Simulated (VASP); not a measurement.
Runs of VASP 6.6.1 on BaS. The structure is that of space group Fm-3m (No. 225), or close to it. The cells are those of the table. 

```csv
cell,gap on the mesh (eV),pressure (GPa)
"a = 4.562 Å, angles 58.7°, 2 atoms",(c),-0.5
"a = 4.585, b = 4.585, c = 4.517 Å, angles 60.5, 60.5, 59.0°, 2 atoms",(a),-1.6
"a = 4.494, b = 4.494, c = 4.517 Å, angles 59.8, 59.8, 60.3°, 2 atoms",1.94,-0.1
"a = 4.494 Å, angles 60.7°, 2 atoms",(b),-0.5
"a = 4.539, b = 4.539, c = 4.517 Å, angles 60.2, 60.2, 59.7°, 2 atoms",1.99,-0.9
```

Alike in all rows: task electric field gradients; level PBEsol; potentials or basis VASP PAW PBE potentials, release 64 (Ba_sv, S); no spin polarisation; k mesh 8 × 8 × 8; cutoff (eV) 520; smearing fermi-dirac 0.02 eV.

Task: Estimate the missing entries.

Result: (a) 2.00; (b) 1.96; (c) 1.95.

Caveats: the PAW data sets were made with another functional, which shifts forces and pressure a little; spin-orbit coupling is left out, which moves the levels of the heavy elements.

A k mesh can miss the band edges, and the runs leave out spin-orbit coupling on Ba.
